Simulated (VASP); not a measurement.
# Na (Fm-3m) in VASP: notebook

The runs below take Na through single point, relaxation of cell and atoms, with PBEsol.

Everything below comes from runs of VASP 6.6.1. Logs are shortened: lines on timing, memory, paths and dates and some standing lists are left out, and cuts for length are marked.

## Step 1: The cell of the first run

The structure is cubic, space group Fm-3m (No. 225). Conventional cell: a = 5.251 Å, b = 5.251 Å, c = 5.251 Å, α = 90.00°, β = 90.00°, γ = 90.00°. Na (site symmetry m-3m) has 12 Na at 3.71 Å within 4.9 Å.

This isn't the form of Na at room conditions, which is bcc.

## Step 2: Single point, PBEsol

INCAR

```
SYSTEM = Na
PREC     = Accurate       ! precision mode
ENCUT    = 520            ! plane-wave cutoff, eV
EDIFF    = 1E-6           ! SCF threshold, eV
ISMEAR   = 1              ! smearing method
SIGMA    = 0.1            ! smearing width, eV
LREAL    = .FALSE.        ! projectors in reciprocal space
LASPH    = .TRUE.         ! aspherical terms in the spheres
NELM     = 100            ! most SCF steps
ALGO     = Normal         ! electronic algorithm
ISIF     = 2              ! what is computed and relaxed
LWAVE    = .FALSE.        ! write WAVECAR
LCHARG   = .FALSE.        ! write CHGCAR
GGA      = PS             ! functional
NBANDS   = 10             ! bands
```

KPOINTS

```
regular mesh
0
G
  7 7 7
  0 0 0
```

POSCAR

```
Na
1.0
    0.0000000000      2.6255376757      2.6255376757
    2.6255376757      0.0000000000      2.6255376757
    2.6255376757      2.6255376757      0.0000000000
Na
1
Direct
    0.0000000000      0.0000000000      0.0000000000
```

Potentials or basis: VASP PAW PBE potentials, release 64 (Na_pv).

Launch:

```sh
$ cat potpaw_PBE.64/Na_pv/POTCAR > POTCAR
$ mpirun -np 1 vasp_std > vasp.out
```

OUTCAR:

```text
SYSTEM = Na
   PREC = Accurate
   ENCUT = 520
   EDIFF = 1E-6
   ISMEAR = 1
   LREAL = .FALSE.
   LASPH = .TRUE.
   NELM = 100
   ISIF = 2
   GGA = PS

 ion  position               nearest neighbor table
   1  0.000  0.000  0.000-

  LATTYP: Found a face centered cubic cell.
 ALAT       =     5.2510753514

  Lattice vectors:

 A1 = (   0.0000000000,   2.6255376757,   2.6255376757)
 A2 = (   2.6255376757,   0.0000000000,   2.6255376757)
 A3 = (   2.6255376757,   2.6255376757,   0.0000000000)

Analysis of symmetry for initial positions (statically):
=====================================================================
 Subroutine PRICEL returns:
 Original cell was already a primitive cell.

 Routine SETGRP: Setting up the symmetry group for a
 face centered cubic supercell.

 Subroutine GETGRP returns: Found 48 space group operations
 (whereof 48 operations were pure point group operations)
 out of a pool of 48 trial point group operations.

The static configuration has the point symmetry O_h .

Analysis of symmetry for dynamics (positions and initial velocities):
=====================================================================
 Subroutine PRICEL returns:
 Original cell was already a primitive cell.

 Routine SETGRP: Setting up the symmetry group for a
 face centered cubic supercell.

 Subroutine GETGRP returns: Found 48 space group operations
 (whereof 48 operations were pure point group operations)
 out of a pool of 48 trial point group operations.

The dynamic configuration has the point symmetry O_h .

 Subroutine INISYM returns: Found 48 space group operations
 (whereof 48 operations are pure point group operations),
 and found     1 'primitive' translations

----------------------------------------------------------------------------------------

                                     Primitive cell

  volume of cell :      36.1980

  direct lattice vectors                    reciprocal lattice vectors
     0.000000000  2.625537676  2.625537676    -0.190437183  0.190437183  0.190437183
     2.625537676  0.000000000  2.625537676     0.190437183 -0.190437183  0.190437183
     2.625537676  2.625537676  0.000000000     0.190437183  0.190437183 -0.190437183

  length of vectors
     3.713070989  3.713070989  3.713070989     0.329846877  0.329846877  0.329846877

  position of ions in fractional coordinates (direct lattice)
     0.000000000  0.000000000  0.000000000

  ion indices of the primitive-cell ions
   primitive index   ion index
                 1           1

----------------------------------------------------------------------------------------

 KPOINTS: regular mesh

Automatic generation of k-mesh.
 Grid dimensions read from file:
 generate k-points for:    7    7    7

 Generating k-lattice:

  Cartesian coordinates                     Fractional coordinates (reciprocal lattice)
    -0.027205312  0.027205312  0.027205312     0.142857143  0.000000000  0.000000000
     0.027205312 -0.027205312  0.027205312     0.000000000  0.142857143  0.000000000
     0.027205312  0.027205312 -0.027205312     0.000000000  0.000000000  0.142857143

  Length of vectors
     0.047120982  0.047120982  0.047120982

  Shift w.r.t. Gamma in fractional coordinates (k-lattice)
     0.000000000  0.000000000  0.000000000

 Subroutine IBZKPT returns following result:
 ===========================================

 Found     20 irreducible k-points:

 Following reciprocal coordinates:
            Coordinates               Weight
  0.000000  0.000000  0.000000      1.000000
  0.142857  0.000000  0.000000      8.000000
  0.285714  0.000000  0.000000      8.000000
  0.428571  0.000000  0.000000      8.000000
  0.142857  0.142857  0.000000      6.000000
  0.285714  0.142857  0.000000     24.000000
[... 12 lines left out ...]
 -0.428571  0.428571  0.142857     24.000000
 -0.285714  0.428571  0.142857     24.000000
   k-points           NKPTS =     20   k-points in BZ     NKDIM =     20   number of bands    NBANDS=     10
   number of dos      NEDOS =    301   number of ions     NIONS =      1
   total plane-waves  NPLWV =  21952
   dimension x,y,z NGX =    28 NGY =   28 NGZ =   28
   dimension x,y,z NGXF=    56 NGYF=   56 NGZF=   56
   ions per type =               1
   NGX,Y,Z   is equivalent  to a cutoff of  12.54, 12.54, 12.54 a.u.
   NGXF,Y,Z  is equivalent  to a cutoff of  25.07, 25.07, 25.07 a.u.
 SYSTEM =  Na
   PREC   = accura    normal or accurate (medium, high low for compatibility)
   ISTART =      0    job   : 0-new  1-cont  2-samecut
   ICHARG =      2    charge: 1-file 2-atom 10-const
   ISPIN  =      1    spin polarized calculation?
   LNONCOLLINEAR =      F non collinear calculations
   LSORBIT =      F    spin-orbit coupling
   LASPH  =      T    aspherical Exc in radial PAW
   ENCUT  =  520.0 eV  38.22 Ry    6.18 a.u.   6.90  6.90  6.90*2*pi/ulx,y,z
   NELM   =    100;   NELMIN=  2; NELMDL= -5     # of ELM steps
   EDIFF  = 0.1E-05   stopping-criterion for ELM
   LREAL  =      F    real-space projection
   EDIFFG = 0.1E-04   stopping-criterion for IOM
   NSW    =      0    number of steps for IOM
   IBRION =     -1    ionic relax: 0-MD 1-quasi-New 2-CG
   NFREE  =      0    steps in history (QN), initial steepest desc. (CG)
   ISIF   =      2    stress and relaxation
   ISYM   =      2    0-nonsym 1-usesym 2-fastsym
   POTIM  = 0.5000    time-step for ionic-motion
   TEBEG  =    0.0;   TEEND  =   0.0 temperature during run
   PSTRESS=    0.0 pullay stress
   NELECT =       7.0000    total number of electrons
   NUPDOWN=      -1.0000    fix difference up-down
   EMIN   =  10.00;   EMAX   =-10.00  energy-range for DOS
   EFERMI =   0.00;   METHOD = LEGACY
   ISMEAR =     1;   SIGMA  =   0.10  broadening in eV -4-tet -1-fermi 0-gaus
   EFERMI_NEDOS =   21; number of points for ismear=-14 and -15
   IALGO  =     38    algorithm
   IMIX   =      4    mixing-type and parameters
     AMIX     =   0.40;   BMIX     =  1.00
     AMIX_MAG =   1.60;   BMIX_MAG =  1.00
  volume/ion in A,a.u.               =      36.20       244.28
  Fermi-wavevector in a.u.,A,eV,Ry     =   0.946700  1.789004 12.194110  0.896242
  Thomas-Fermi vector in A             =   2.074723
   LORBIT       =      0    0 simple, 1 ext, 2 COOP (PROOUT), +10 PAW based schemes
   GGA     = PS    functional components
   LHFCALC =     F    Hartree Fock is set to
   AEXX    =    0.0000 exact exchange contribution
   IVDW    =     0    specifies the selected vdW correction
   LEPSILON=     F    determine dielectric tensor
   LRPA    =     F    only Hartree local field effects (RPA)
 non-spin polarized calculation
 Methfessel and Paxton  Order N= 1 SIGMA  =   0.10
  energy-cutoff  :      520.00
  volume of cell :       36.20
 maximum number of plane-waves:       990
   NGX = 13   NGY = 13   NGZ = 13

 number of electron       7.0000001 magnetization

 Free energy of the ion-electron system (eV)
  ---------------------------------------------------
  ext. energy  EPLUGINS =         0.00000000
  ---------------------------------------------------
  free energy    TOTEN  =        -1.41566829 eV

  energy without entropy =       -1.41504630  energy(sigma->0) =       -1.41546096

 E-fermi :   0.5642     XC(G=0):  -6.5640

 val. band max:        0.0650767685   @ k =   0.4286   0.2857   0.0000
 cond. band min:       0.6013112748   @ k =  -0.2857   0.2857   0.0000
 fundamental gap:      0.5362345063
 Fermi energy:         0.5641576269

 k-point     1 :       0.0000    0.0000    0.0000
  band No.  band energies     occupation
      1     -24.3887      2.00000
      2     -24.3887      2.00000
      3     -24.3887      2.00000
      4      -2.9558      2.00000
      5      11.6115      0.00000
      6      11.6115      0.00000
      7      11.6115      0.00000
      8      12.7204      0.00000
      9      13.2666      0.00000
     10      13.2666      0.00000

 k-point     2 :       0.1429    0.0000    0.0000
  band No.  band energies     occupation
      1     -24.3961      2.00000
      2     -24.3897      2.00000
      3     -24.3897      2.00000
      4      -2.6111      2.00000
      5       8.5059      0.00000
      6      11.1231      0.00000
      7      11.1232      0.00000
      8      12.4702      0.00000
      9      14.1950      0.00000
     10      14.1950      0.00000

 k-point     3 :       0.2857    0.0000    0.0000
  band No.  band energies     occupation
      1     -24.4124      2.00000
      2     -24.3920      2.00000
      3     -24.3920      2.00000
      4      -1.5909      2.00000
      5       5.1846      0.00000
      6      10.6810      0.00000
      7      10.6810      0.00000
      8      11.8877      0.00000
      9      12.9659      0.00000
     10      12.9659      0.00000

 k-point     4 :       0.4286    0.0000    0.0000
  band No.  band energies     occupation
      1     -24.4255      2.00000
      2     -24.3938      2.00000
      3     -24.3938      2.00000
      4       0.0607      2.00000
      5       2.3716     -0.00000
      6      10.6119      0.00000
      7      10.6119      0.00000
      8      11.7276      0.00000
      9      11.9271      0.00000
     10      11.9271      0.00000

 k-point     5 :       0.1429    0.1429    0.0000
  band No.  band energies     occupation
      1     -24.3958      2.00000
      2     -24.3914      2.00000
      3     -24.3914      2.00000
      4      -2.4966      2.00000
      5       9.4514      0.00000
      6       9.9579      0.00000
      7       9.9579      0.00000
      8      11.3214      0.00000
      9      13.0957      0.00000
     10      15.7477      0.00000

 k-point     6 :       0.2857    0.1429    0.0000
  band No.  band energies     occupation
      1     -24.4079      2.00000
      2     -24.3941      2.00000
      3     -24.3936      2.00000
      4      -1.7032      2.00000
      5       6.4704      0.00000
      6       9.3104      0.00000
      7       9.4361      0.00000
      8      10.6394      0.00000
      9      13.0914      0.00000
     10      15.3421      0.00000
[... 131 lines left out ...]
 k-point    17 :       0.4286    0.2857    0.1429
  band No.  band energies     occupation
      1     -24.4148      2.00000
      2     -24.4010      2.00000
      3     -24.3953      2.00000
      4      -0.7010      2.00000
      5       5.5869      0.00000
      6       6.4725      0.00000
      7       8.5005      0.00000
      8      11.4192      0.00000
      9      13.0313      0.00000
     10      14.2288      0.00000

 k-point    18 :      -0.4286    0.2857    0.1429
  band No.  band energies     occupation
      1     -24.4199      2.00000
      2     -24.4057      2.00000
      3     -24.3978      2.00000
      4       0.9183     -0.00001
      5       3.1868      0.00000
      6       6.0594      0.00000
      7       7.3411      0.00000
      8      12.1288      0.00000
      9      12.9139      0.00000
     10      15.2509      0.00000

 k-point    19 :      -0.4286    0.4286    0.1429
  band No.  band energies     occupation
      1     -24.4203      2.00000
      2     -24.4063      2.00000
      3     -24.4019      2.00000
      4       1.4491     -0.00000
      5       4.3185      0.00000
      6       4.7677      0.00000
      7       6.1590      0.00000
      8      10.6239      0.00000
      9      12.2393      0.00000
     10      16.1873      0.00000

 k-point    20 :      -0.2857    0.4286    0.1429
  band No.  band energies     occupation
      1     -24.4155      2.00000
      2     -24.4132      2.00000
      3     -24.4013      2.00000
      4       2.6221      0.00000
      5       3.1600      0.00000
      6       3.9707      0.00000
      7       6.1536      0.00000
      8      11.7297      0.00000
      9      14.7709      0.00000
     10      14.8153      0.00000

------------------------ aborting loop because EDIFF is reached ----------------------------------------

  FORCE on cell =-STRESS in cart. coord.  units (eV):
  Direction    XX          YY          ZZ          XY          YZ          ZX
  --------------------------------------------------------------------------------------
  -------------------------------------------------------------------------------------
  Total       -0.0079211     -0.0079211     -0.0079211      0.0000000      0.0000000      0.0000000
  in kB       -0.3505974     -0.3505974     -0.3505974      0.0000000      0.0000000      0.0000000
  external PRESSURE =      -0.3505974 kB  Pullay stress =       0.0000000 kB

 VOLUME and BASIS-vectors are now :
 -----------------------------------------------------------------------------
  energy-cutoff  :      520.00
  volume of cell :       36.20
      direct lattice vectors                 reciprocal lattice vectors
     0.000000000  2.625537676  2.625537676    -0.190437183  0.190437183  0.190437183
     2.625537676  0.000000000  2.625537676     0.190437183 -0.190437183  0.190437183
     2.625537676  2.625537676  0.000000000     0.190437183  0.190437183 -0.190437183

 POSITION                                       TOTAL-FORCE (eV/Angst)
 -----------------------------------------------------------------------------------
      0.00000      0.00000      0.00000         0.000000      0.000000     -0.000000
 -----------------------------------------------------------------------------------
    total drift:                               -0.000000     -0.000000     -0.000000

  FREE ENERGIE OF THE ION-ELECTRON SYSTEM (eV)
  ---------------------------------------------------
  free  energy   TOTEN  =        -1.4156682895 eV

  energy  without entropy=       -1.4150462952  energy(sigma->0) =       -1.41546096
```

Run time: 7.2 s. Hardware: 1 thread of Intel Xeon 8259CL, shared host; peak memory 0.15 GiB.

What came out:

* Free energy: -1.4157 eV
* Pressure: 0.0 GPa
* Band gap on the k mesh: zero (an odd number of electrons rules out a gap without spin polarisation)

Levels at points of the mesh, in eV from the Fermi level:
| k point | band 1 | band 2 | band 3 | band 4 | band 5 | band 6 | band 7 | band 8 |
| --- | --- | --- | --- | --- | --- | --- | --- | --- |
| (0.00, 0.00, 0.00) | -24.95 | -24.95 | -24.95 | -3.52 | 11.05 | 11.05 | 11.05 | 12.16 |

Caveat: the PAW data sets were made with another functional, which shifts forces and pressure a little.

## Step 3: Relaxation of cell and atoms, PBEsol

INCAR

```
  ALGO = Normal
  EDIFF = 1E-6
  EDIFFG = -0.03
  ENCUT = 600
  GGA = PS
  IBRION = 2
  ISIF = 3
  ISMEAR = 1
  LASPH = True
  LCHARG = False
  LREAL = False
  LWAVE = False
  NELM = 80
  NSW = 80
  PREC = Accurate
  SIGMA = 0.1
```

KPOINTS

```
k-points
0
Gamma
  7 7 7
```

POSCAR is that of step 2.

Potentials or basis: VASP PAW PBE potentials, release 64 (Na_pv).

Launch:

```sh
$ cat potpaw_PBE.64/Na_pv/POTCAR > POTCAR
$ mpirun -np 1 vasp_std > vasp.out
```

Run time: 9.5 s. Hardware: 1 thread of Intel Xeon 8259CL, shared host; peak memory 0.15 GiB.

It converged, with:

```
Free energy             : -1.4157 eV
Pressure after relaxing : 0.0 GPa
Band gap on the k mesh  : zero (an odd number of electrons rules out a gap without spin polarisation)
```

Final structure:
```cif
data_structure
_symmetry_space_group_name_H-M 'P 1'
_symmetry_Int_Tables_number 1
_cell_length_a 3.7131
_cell_length_b 3.7131
_cell_length_c 3.7131
_cell_angle_alpha 60.000
_cell_angle_beta 60.000
_cell_angle_gamma 60.000
_cell_volume 36.20
loop_
_atom_site_label
_atom_site_type_symbol
_atom_site_fract_x
_atom_site_fract_y
_atom_site_fract_z
_atom_site_occupancy
Na1 Na 0.00000 0.00000 0.00000 1
```

Levels at points of the mesh, in eV from the Fermi level:
```
           k point  band 2  band 3  band 4  band 5  band 6  band 7
(0.00, 0.00, 0.00)  -24.95  -24.95   -3.52   11.05   11.05   11.05
```

Caveat: the PAW data sets were made with another functional, which shifts forces and pressure a little.

The gap in the log of VASP goes by the Fermi energy; the results here count the filled bands.